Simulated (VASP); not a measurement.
# Re (P6_3/mmc) in VASP: further runs

Re is run at these levels: PBE+D3(BJ); tasks: single point, relaxation of cell and atoms.

Everything below comes from runs of VASP 6.6.1. Logs are shortened: lines on timing, memory, paths and dates and some standing lists are left out, and cuts for length are marked.

**1. The cell of the first run**

Symmetry: P6_3/mmc, No. 194, hexagonal system. The conventional cell has a = 2.757 Å, b = 2.757 Å, c = 4.455 Å, α = 90.00°, β = 90.00°, γ = 120.00°. Re (site symmetry -6m2) has 12 Re at 2.74 to 2.76 Å within 3.6 Å.

**2. Single point, PBE+D3(BJ)**

INCAR reads:

```
  PREC = Accurate
  ENCUT = 520
  EDIFF = 1E-6
  ISMEAR = 0
  SIGMA = 0.1
  LREAL = False
  LASPH = True
  NELM = 80
  ALGO = Normal
  ISIF = 2
  LWAVE = False
  LCHARG = False
  GGA = PE
  IVDW = 12
  NBANDS = 14
```

KPOINTS reads:

```
regular mesh
0
Gamma
  18 18 10
```

POSCAR reads:

```
Re
1.0
    2.7568640773      0.0000000000      0.0000000000
   -1.3784320387      2.3875143257      0.0000000000
    0.0000000000      0.0000000000      4.4554641543
Re
2
Direct
    0.3333333333      0.6666666667      0.2500000000
    0.6666666667      0.3333333333      0.7500000000
```

Potentials or basis: VASP PAW PBE potentials, release 64 (Re).

The run is started by

```sh
$ cat potpaw_PBE.64/Re/POTCAR > POTCAR
$ mpirun -np 1 vasp_std > vasp.out
```

OUTCAR:

```text
PREC = Accurate
   ENCUT = 520
   EDIFF = 1E-6
   ISMEAR = 0
   LREAL = False
   LASPH = True
   NELM = 80
   ISIF = 2
   GGA = PE
   IVDW = 12
 IVDW          = 12

 ion  position               nearest neighbor table
   1  0.333  0.667  0.250-   2 2.74   2 2.74   2 2.74   2 2.74   2 2.74   2 2.74
   2  0.667  0.333  0.750-   1 2.74   1 2.74   1 2.74   1 2.74   1 2.74   1 2.74

  LATTYP: Found a hexagonal cell.
 ALAT       =     2.7568640773
 C/A-ratio  =     1.6161348653

  Lattice vectors:

 A1 = (   2.7568640773,   0.0000000000,   0.0000000000)
 A2 = (  -1.3784320387,   2.3875143257,   0.0000000000)
 A3 = (   0.0000000000,   0.0000000000,   4.4554641543)

Analysis of symmetry for initial positions (statically):
=====================================================================
 Subroutine PRICEL returns:
 Original cell was already a primitive cell.

 Routine SETGRP: Setting up the symmetry group for a
 hexagonal supercell.

 Subroutine GETGRP returns: Found 24 space group operations
 (whereof 12 operations were pure point group operations)
 out of a pool of 24 trial point group operations.

The static configuration has the point symmetry D_3d.
 The point group associated with its full space group is D_6h.

Analysis of symmetry for dynamics (positions and initial velocities):
=====================================================================
 Subroutine PRICEL returns:
 Original cell was already a primitive cell.

 Routine SETGRP: Setting up the symmetry group for a
 hexagonal supercell.

 Subroutine GETGRP returns: Found 24 space group operations
 (whereof 12 operations were pure point group operations)
 out of a pool of 24 trial point group operations.

The dynamic configuration has the point symmetry D_3d.
 The point group associated with its full space group is D_6h.

 Subroutine INISYM returns: Found 24 space group operations
 (whereof 12 operations are pure point group operations),
 and found     1 'primitive' translations

----------------------------------------------------------------------------------------

                                     Primitive cell

  volume of cell :      29.3261

  direct lattice vectors                    reciprocal lattice vectors
     2.756864077  0.000000000  0.000000000     0.362730977  0.209422827  0.000000000
    -1.378432039  2.387514326  0.000000000     0.000000000  0.418845654  0.000000000
     0.000000000  0.000000000  4.455464154     0.000000000  0.000000000  0.224443507

  length of vectors
     2.756864077  2.756864077  4.455464154     0.418845654  0.418845654  0.224443507

  position of ions in fractional coordinates (direct lattice)
     0.333333333  0.666666667  0.250000000
     0.666666667  0.333333333  0.750000000

  ion indices of the primitive-cell ions
   primitive index   ion index
                 1           1
                 2           2

----------------------------------------------------------------------------------------

 KPOINTS: regular mesh

Automatic generation of k-mesh.
 Grid dimensions read from file:
 generate k-points for:   18   18   10

 Generating k-lattice:

  Cartesian coordinates                     Fractional coordinates (reciprocal lattice)
     0.020151721  0.011634602  0.000000000     0.055555556  0.000000000  0.000000000
     0.000000000  0.023269203  0.000000000     0.000000000  0.055555556  0.000000000
     0.000000000  0.000000000  0.022444351     0.000000000  0.000000000  0.100000000

  Length of vectors
     0.023269203  0.023269203  0.022444351

  Shift w.r.t. Gamma in fractional coordinates (k-lattice)
     0.000000000  0.000000000  0.000000000

 Subroutine IBZKPT returns following result:
 ===========================================

 Found    222 irreducible k-points:

 Following reciprocal coordinates:
            Coordinates               Weight
  0.000000  0.000000  0.000000      1.000000
  0.055556 -0.000000  0.000000      6.000000
  0.111111 -0.000000  0.000000      6.000000
  0.166667 -0.000000  0.000000      6.000000
  0.222222 -0.000000  0.000000      6.000000
  0.277778 -0.000000  0.000000      6.000000
[... 16 lines left out ...]
  0.333333  0.111111  0.000000     12.000000
  0.388889  0.111111  0.000000     12.000000
 [... further k-points ...]
   k-points           NKPTS =    222   k-points in BZ     NKDIM =    222   number of bands    NBANDS=     14
   number of dos      NEDOS =    301   number of ions     NIONS =      2
   total plane-waves  NPLWV =  20736
   dimension x,y,z NGX =    24 NGY =   24 NGZ =   36
   dimension x,y,z NGXF=    48 NGYF=   48 NGZF=   72
   ions per type =               2
   NGX,Y,Z   is equivalent  to a cutoff of  14.47, 14.47, 13.43 a.u.
   NGXF,Y,Z  is equivalent  to a cutoff of  28.95, 28.95, 26.87 a.u.
 SYSTEM =  unknown system
   PREC   = accura    normal or accurate (medium, high low for compatibility)
   ISTART =      0    job   : 0-new  1-cont  2-samecut
   ICHARG =      2    charge: 1-file 2-atom 10-const
   ISPIN  =      1    spin polarized calculation?
   LNONCOLLINEAR =      F non collinear calculations
   LSORBIT =      F    spin-orbit coupling
   LASPH  =      T    aspherical Exc in radial PAW
   ENCUT  =  520.0 eV  38.22 Ry    6.18 a.u.   5.13  5.13  8.28*2*pi/ulx,y,z
   NELM   =     80;   NELMIN=  2; NELMDL= -5     # of ELM steps
   EDIFF  = 0.1E-05   stopping-criterion for ELM
   LREAL  =      F    real-space projection
   EDIFFG = 0.1E-04   stopping-criterion for IOM
   NSW    =      0    number of steps for IOM
   IBRION =     -1    ionic relax: 0-MD 1-quasi-New 2-CG
   NFREE  =      0    steps in history (QN), initial steepest desc. (CG)
   ISIF   =      2    stress and relaxation
   ISYM   =      2    0-nonsym 1-usesym 2-fastsym
   POTIM  = 0.5000    time-step for ionic-motion
   TEBEG  =    0.0;   TEEND  =   0.0 temperature during run
   PSTRESS=    0.0 pullay stress
   NELECT =      14.0000    total number of electrons
   NUPDOWN=      -1.0000    fix difference up-down
   EMIN   =  10.00;   EMAX   =-10.00  energy-range for DOS
   EFERMI =   0.00;   METHOD = LEGACY
   ISMEAR =     0;   SIGMA  =   0.10  broadening in eV -4-tet -1-fermi 0-gaus
   EFERMI_NEDOS =   21; number of points for ismear=-14 and -15
   IALGO  =     38    algorithm
   IMIX   =      4    mixing-type and parameters
     AMIX     =   0.40;   BMIX     =  1.00
     AMIX_MAG =   1.60;   BMIX_MAG =  1.00
  volume/ion in A,a.u.               =      14.66        98.95
  Fermi-wavevector in a.u.,A,eV,Ry     =   1.279478  2.417862 22.273599  1.637063
  Thomas-Fermi vector in A             =   2.411961
   LORBIT       =      0    0 simple, 1 ext, 2 COOP (PROOUT), +10 PAW based schemes
   GGA     = PE    functional components
   LHFCALC =     F    Hartree Fock is set to
   AEXX    =    0.0000 exact exchange contribution
   IVDW    =    12    specifies the selected vdW correction
   LEPSILON=     F    determine dielectric tensor
   LRPA    =     F    only Hartree local field effects (RPA)
 non-spin polarized calculation
 Gauss-broadening in eV      SIGMA  =   0.10
  energy-cutoff  :      520.00
  volume of cell :       29.33
 maximum number of plane-waves:       808
 NGX is ok and might be reduce to    24
   NGX = 11   NGY = 11   NGZ = 17

 number of electron      14.0000000 magnetization

 Free energy of the ion-electron system (eV)
  ---------------------------------------------------
  ext. energy  EPLUGINS =         0.00000000
  ---------------------------------------------------
  free energy    TOTEN  =       -24.84269320 eV

  energy without entropy =      -24.83448379  energy(sigma->0) =      -24.83858849

 E-fermi :   7.9137     XC(G=0): -13.7498

 val. band max:        7.9066778994   @ k =   0.3889  -0.0000   0.5000
 cond. band min:       7.9238697786   @ k =   0.3333   0.1667   0.4000
 fundamental gap:      0.0171918793
 Fermi energy:         7.9137361497

 k-point     1 :       0.0000    0.0000    0.0000
  band No.  band energies     occupation
      1      -1.9621      2.00000
      2       1.2786      2.00000
      3       6.3308      2.00000
      4       6.3413      2.00000
      5       6.3413      2.00000
      6       7.1803      2.00000
      7       7.1803      2.00000
      8       8.1226      0.00314
      9       8.1226      0.00314
     10       8.5437      0.00000
     11      11.3075      0.00000
     12      11.3075      0.00000
     13      17.9833      0.00000
     14      22.0850      0.00000

 k-point     2 :       0.0556   -0.0000    0.0000
  band No.  band energies     occupation
      1      -1.8346      2.00000
      2       1.3990      2.00000
      3       5.9693      2.00000
      4       6.4580      2.00000
      5       6.6596      2.00000
      6       7.0877      2.00000
      7       7.2906      2.00000
      8       7.8596      1.55610
      9       8.0226      0.12373
     10       8.2235      0.00001
     11      11.3756      0.00000
     12      11.8965      0.00000
     13      17.9787      0.00000
     14      22.3707      0.00000

 k-point     3 :       0.1111   -0.0000    0.0000
  band No.  band energies     occupation
      1      -1.4630      2.00000
      2       1.7375      2.00000
      3       5.5406      2.00000
      4       6.7825      2.00000
      5       6.8040      2.00000
      6       6.9355      2.00000
      7       7.0700      2.00000
      8       7.6168      1.99997
      9       7.7600      1.97035
     10       7.9810      0.34116
     11      11.5453      0.00000
     12      13.0930      0.00000
     13      17.9349      0.00000
     14      23.1594      0.00000
[... 324 lines left out ...]
 k-point    23 :       0.3333    0.1111    0.0000
  band No.  band energies     occupation
      1       2.1212      2.00000
      2       2.6140      2.00000
      3       3.0424      2.00000
      4       5.2120      2.00000
      5       5.8610      2.00000
      6       6.7706      2.00000
      7       6.9572      2.00000
      8      10.2066      0.00000
      9      11.2651      0.00000
     10      12.0117      0.00000
     11      12.5966      0.00000
     12      17.5218      0.00000
     13      18.1172      0.00000
     14      20.2667      0.00000

 k-point    24 :       0.3889    0.1111    0.0000
  band No.  band energies     occupation
      1       2.3262      2.00000
      2       2.4560      2.00000
      3       2.7731      2.00000
      4       5.6351      2.00000
      5       5.8341      2.00000
      6       6.5400      2.00000
      7       7.2948      2.00000
      8      11.1444      0.00000
      9      11.7502      0.00000
     10      12.0311      0.00000
     11      13.5984      0.00000
     12      16.3845      0.00000
     13      18.1504      0.00000
     14      19.2235      0.00000

 [... further k-points ...]

------------------------ aborting loop because EDIFF is reached ----------------------------------------

 Edisp (eV)   -1.31539

 E8    (eV) :    -0.6624

  FORCE on cell =-STRESS in cart. coord.  units (eV):
  Direction    XX          YY          ZZ          XY          YZ          ZX
  --------------------------------------------------------------------------------------
  -------------------------------------------------------------------------------------
  Total      -0.06645    -0.06645    -0.09631     0.00000    -0.00000     0.00000
  in kB      -3.63043    -3.63043    -5.26168     0.00000    -0.00000     0.00000
  external pressure =       -4.17 kB  Pullay stress =        0.00 kB

 VOLUME and BASIS-vectors are now :
 -----------------------------------------------------------------------------
  energy-cutoff  :      520.00
  volume of cell :       29.33
      direct lattice vectors                 reciprocal lattice vectors
     2.756864077  0.000000000  0.000000000     0.362730977  0.209422827  0.000000000
    -1.378432039  2.387514326  0.000000000     0.000000000  0.418845654  0.000000000
     0.000000000  0.000000000  4.455464154     0.000000000  0.000000000  0.224443507

 POSITION                                       TOTAL-FORCE (eV/Angst)
 -----------------------------------------------------------------------------------
     -0.00000      1.59168      1.11387        -0.000000      0.000000      0.000000
      1.37843      0.79584      3.34160         0.000000     -0.000000      0.000000
 -----------------------------------------------------------------------------------
    total drift:                               -0.000000      0.000000     -0.000000

  FREE ENERGIE OF THE ION-ELECTRON SYSTEM (eV)
  ---------------------------------------------------
  free  energy   TOTEN  =       -26.1580839447 eV

  energy  without entropy=      -26.1498745337  energy(sigma->0) =      -26.15397924
```

Wall time 2.4 min (1 thread of Oxide Virtual Turin-like, shared host); peak memory 0.19 GiB.

What came out:

- Free energy: -26.1581 eV
- Pressure: -0.4 GPa
- Band gap on the k mesh: zero (band 7 reaches 9.40 eV, above the bottom of band 8 at 6.21 eV)
- Dispersion energy per atom: -0.658 eV

Stress tensor (GPa, compression positive):
```
-0.36  0.00  0.00
 0.00 -0.36  0.00
 0.00  0.00 -0.53
```

Caveat: spin-orbit coupling is left out, which moves the levels of the heavy elements; pairwise dispersion overbinds metals, which lowers pressure and volume.

(Part 1 of 2 ends here.)
